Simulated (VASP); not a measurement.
# CdF2 (I4/mmm) in VASP: notebook, part 2 of 2

VASP 6.6.1. The steps go on from the part before.

**5. Single point, PBEsol (11.97 Å³/atom)**

This run uses another cell than the first one, of 11.97 Å³/atom.

File INCAR:

```
SYSTEM = CdF2
  ALGO = Normal
  EDIFF = 1E-6
  ENCUT = 700
  GGA = PS
  GGA_COMPAT = .False.
  ISIF = 2
  ISMEAR = 0
  LASPH = .True.
  LCHARG = .False.
  LREAL = .False.
  LWAVE = .False.
  NBANDS = 24
  NELM = 120
  PREC = Accurate
  SIGMA = 0.05
```

File KPOINTS:

```
k-points
0
Gamma
  8 8 8
  0 0 0
```

File POSCAR:

```
CdF2
1.0
    0.0000000000      2.6713119231      2.5153073068
    2.6713119231      0.0000000000      2.5153073068
    2.6713119231      2.6713119231      0.0000000000
Cd F
1 2
Direct
    0.0000000000      0.0000000000      0.0000000000
    0.2500000000      0.2500000000      0.2500000000
    0.7500000000      0.7500000000      0.7500000000
```

Potentials or basis: VASP PAW PBE potentials, release 64 (Cd_sv_GW, F).

The run is started by

```bash
$ cat potpaw_PBE.64/Cd_sv_GW/POTCAR potpaw_PBE.64/F/POTCAR > POTCAR
$ mpirun -np 1 vasp_std > vasp.out
```

OUTCAR:

```text
SYSTEM = CdF2
   EDIFF = 1E-6
   ENCUT = 700
   GGA = PS
   ISIF = 2
   ISMEAR = 0
   LASPH = .True.
   LREAL = .False.
   NELM = 120
   PREC = Accurate

 ion  position               nearest neighbor table
   1  0.000  0.000  0.000-   3 2.27   3 2.27   2 2.27   3 2.27   2 2.27   2 2.27   3 2.27   2 2.27

   2  0.250  0.250  0.250-   1 2.27   1 2.27   1 2.27   1 2.27
   3  0.750  0.750  0.750-   1 2.27   1 2.27   1 2.27   1 2.27

  LATTYP: Found a body centered tetragonal cell.
 ALAT       =     3.7778055510
 C/A-ratio  =     1.3316234903

  Lattice vectors:

 A1 = (   0.0000000000,  -2.6713119231,  -2.5153073068)
 A2 = (   0.0000000000,   2.6713119231,  -2.5153073068)
 A3 = (   2.6713119231,   0.0000000000,   2.5153073068)

Analysis of symmetry for initial positions (statically):
=====================================================================
 Subroutine PRICEL returns:
 Original cell was already a primitive cell.

 Routine SETGRP: Setting up the symmetry group for a
 body centered tetragonal supercell.

 Subroutine GETGRP returns: Found 16 space group operations
[... 163 lines left out ...]
  free energy    TOTEN  =       -11.58564181 eV

  energy without entropy =      -11.58564181  energy(sigma->0) =      -11.58564181

 E-fermi :   1.7148     XC(G=0): -11.3593

 val. band max:        1.4464232939   @ k =  -0.1250   0.5000   0.3750
 cond. band min:       4.5629470061   @ k =   0.0000   0.0000   0.0000
 fundamental gap:      3.1165237123
 Fermi energy:         1.7148002574

 k-point     1 :       0.0000    0.0000    0.0000
  band No.  band energies     occupation
      1     -96.7942      2.00000
      2     -57.9444      2.00000
      3     -57.9202      2.00000
      4     -57.9202      2.00000
      5     -19.8552      2.00000
      6     -18.4379      2.00000
[... 637 lines left out ...]
     23      21.1777      0.00000
     24      22.6759      0.00000

 [... further k-points ...]

------------------------ aborting loop because EDIFF is reached ----------------------------------------

  FORCE on cell =-STRESS in cart. coord.  units (eV):
  Direction    XX          YY          ZZ          XY          YZ          ZX
  --------------------------------------------------------------------------------------
  -------------------------------------------------------------------------------------
  Total        1.8343914      1.8343914      3.4681250      0.0000000      0.0000000      0.0000000
  in kB       81.8714218     81.8714218    154.7872118      0.0000000      0.0000000      0.0000000
  external PRESSURE =     106.1766851 kB  Pullay stress =       0.0000000 kB

 VOLUME and BASIS-vectors are now :
 -----------------------------------------------------------------------------
  energy-cutoff  :      700.00
  volume of cell :       35.90
      direct lattice vectors                 reciprocal lattice vectors
     0.000000000  2.671311923  2.515307307    -0.187173948  0.187173948  0.198782868
     2.671311923  0.000000000  2.515307307     0.187173948 -0.187173948  0.198782868
     2.671311923  2.671311923  0.000000000     0.187173948  0.187173948 -0.198782868

 POSITION                                       TOTAL-FORCE (eV/Angst)
 -----------------------------------------------------------------------------------
      0.00000      0.00000      0.00000        -0.000000      0.000000      0.000000
      1.33566      1.33566      1.25765         0.000000      0.000000      0.000000
      4.00697      4.00697      3.77296        -0.000000     -0.000000     -0.000000
 -----------------------------------------------------------------------------------
    total drift:                                0.000000     -0.000000      0.000000

  FREE ENERGIE OF THE ION-ELECTRON SYSTEM (eV)
  ---------------------------------------------------
  free  energy   TOTEN  =       -11.5856418145 eV

  energy  without entropy=      -11.5856418145  energy(sigma->0) =      -11.58564181
```

OSZICAR:

```text
N       E                     dE             d eps       ncg     rms          rms(c)
DAV:   1     0.675091270917E+03    0.67509E+03   -0.23238E+04  2856   0.240E+03
DAV:   2     0.499838164440E+02   -0.62511E+03   -0.57165E+03  2848   0.715E+02
DAV:   3    -0.106199292170E+02   -0.60604E+02   -0.59753E+02  4224   0.247E+02
DAV:   4    -0.128246616851E+02   -0.22047E+01   -0.22043E+01  3288   0.504E+01
DAV:   5    -0.129193556656E+02   -0.94694E-01   -0.94691E-01  4256   0.103E+01    0.146E+01
DAV:   6    -0.115980888528E+02    0.13213E+01   -0.29627E+00  4176   0.435E+01    0.120E+01
DAV:   7    -0.115974791202E+02    0.60973E-03   -0.37694E-01  3064   0.643E+00    0.771E+00
DAV:   8    -0.115919153211E+02    0.55638E-02   -0.10237E-01  4200   0.557E+00    0.128E+00
DAV:   9    -0.115856269280E+02    0.62884E-02   -0.28437E-02  4456   0.436E+00    0.307E-01
DAV:  10    -0.115855730573E+02    0.53871E-04   -0.21584E-03  4168   0.773E-01    0.135E-01
DAV:  11    -0.115856381001E+02   -0.65043E-04   -0.23553E-04  4168   0.421E-01    0.292E-02
DAV:  12    -0.115856380187E+02    0.81428E-07   -0.29558E-05  4088   0.655E-02    0.542E-03
DAV:  13    -0.115856418123E+02   -0.37936E-05   -0.35568E-06  3256   0.276E-02    0.626E-03
DAV:  14    -0.115856418145E+02   -0.22337E-08   -0.92255E-08  2552   0.141E-02
   1 F= -.11585642E+02 E0= -.11585642E+02  d E =-.108818E-15
```

It took 88 s on 1 thread of Intel Xeon Platinum 8259CL at 2.50GHz (Skylake/Cascade Lake), shared host; peak memory 0.25 GiB.

Results:

```
Free energy            : -11.5856 eV
Pressure               : 10.6 GPa
Band gap on the k mesh : 3.12 eV (least direct gap 3.49 eV)
```

Caveat: the stress differs along the axes, from 8 to 15 GPa; the PAW data sets were made with another functional, which shifts forces and pressure a little. As with any semilocal functional, this PBEsol gap is likely too small.

**6. Single point, PBEsol (10.93 Å³/atom)**

File INCAR:

```
SYSTEM = CdF2
PREC     = Accurate       ! precision mode
ENCUT    = 700            ! plane-wave cutoff, eV
EDIFF    = 1E-6           ! SCF threshold, eV
ISMEAR   = 0              ! smearing method
SIGMA    = 0.05           ! smearing width, eV
LREAL    = .FALSE.        ! projectors in reciprocal space
LASPH    = .TRUE.         ! aspherical terms in the spheres
NELM     = 120            ! most SCF steps
ALGO     = Normal         ! electronic algorithm
ISIF     = 2              ! what is computed and relaxed
LWAVE    = .FALSE.        ! write WAVECAR
LCHARG   = .TRUE.         ! write CHGCAR
GGA      = PS             ! functional
LELF     = .TRUE.         ! ELF
LVHAR    = .TRUE.       
NBANDS   = 24             ! bands
GGA_COMPAT= .FALSE.
```

File KPOINTS:

```
regular mesh
0
G
  8 8 8
  0 0 0
```

File POSCAR:

```
CdF2
1.0
    0.0000000000      2.5742746983      2.4731057027
    2.5742746983      0.0000000000      2.4731057027
    2.5742746983      2.5742746983      0.0000000000
Cd F
1 2
Direct
    0.0000000000      0.0000000000      0.0000000000
    0.2500000000      0.2500000000      0.2500000000
    0.7500000000      0.7500000000      0.7500000000
```

Potentials or basis: VASP PAW PBE potentials, release 64 (Cd_sv_GW, F).

The run is started by

```bash
$ cat potpaw_PBE.64/Cd_sv_GW/POTCAR potpaw_PBE.64/F/POTCAR > POTCAR
$ mpirun -np 1 vasp_std > vasp.out
```

Run time: 83 s. Hardware: 1 thread of AMD EPYC 7R13 (Zen 3), shared host; peak memory 0.2 GiB.

The run converged. Its results:

```yaml
Free_energy: -11.2266 eV
Pressure: 28.4 GPa
Band_gap_on_the_k_mesh: 3.50 eV (least direct gap 3.70 eV)
```

Stress tensor (GPa, compression positive):
```
26.77  0.00  0.00
 0.00 26.77  0.00
 0.00  0.00 31.75
```

Levels at points of the mesh, in eV from the valence-band top:
| k point | band 14 | band 15 | band 16 | band 17 | band 18 | band 19 | band 20 | band 21 |
| --- | --- | --- | --- | --- | --- | --- | --- | --- |
| (0.00, 0.00, 0.00) | -1.29 | -0.34 | -0.19 | -0.19 | 3.50 | 13.17 | 13.21 | 13.21 |
| (0.50, 0.00, 0.00) | -2.76 | -2.65 | -0.26 | -0.25 | 8.41 | 9.36 | 15.66 | 16.07 |
| (0.50, 0.50, 0.00) | -3.19 | -0.78 | -0.16 | -0.16 | 9.17 | 10.37 | 12.06 | 15.51 |
| (0.50, 0.00, 0.50) | -3.32 | -1.08 | -0.17 | -0.06 | 9.36 | 10.47 | 11.92 | 15.46 |

Caveat: the cell stands under pressure; the PAW data sets were made with another functional, which shifts forces and pressure a little. PBEsol gaps usually lie below the measured ones, often by a third to a half.

**7. The runs side by side**

```csv
cell,gap on the mesh (eV),pressure (GPa)
"a = 3.550, b = 3.550, c = 3.689 Å, angles 58.7, 58.7, 62.6°, 3 atoms",3.38,28.3
"a = 3.712, b = 3.712, c = 3.857 Å, angles 58.7, 58.7, 62.6°, 3 atoms",2.87,4.4
"a = 3.646, b = 3.646, c = 3.497 Å, angles 61.3, 61.3, 57.3°, 3 atoms",3.42,28.2
"a = 3.669, b = 3.669, c = 3.778 Å, angles 59.0, 59.0, 62.0°, 3 atoms",3.12,10.6
"a = 3.570, b = 3.570, c = 3.641 Å, angles 59.3, 59.3, 61.3°, 3 atoms",3.50,28.4
```

Alike in all rows: task single point; level PBEsol; potentials or basis VASP PAW PBE potentials, release 64 (Cd_sv_GW, F); no spin polarisation; k mesh 8 × 8 × 8; cutoff (eV) 700; smearing gaussian 0.05 eV.

Caveats: the PAW data sets were made with another functional, which shifts forces and pressure a little; the stress differs along the axes, from 25 to 35 GPa (at least some runs); the stress differs along the axes, from 1 to 11 GPa (at least some runs); the stress differs along the axes, from 22 to 31 GPa (at least some runs); the stress differs along the axes, from 8 to 15 GPa (at least some runs); the cell stands under pressure (at least some runs).

Total energies depend on the potentials used, so only differences within one code and one set of settings carry meaning.
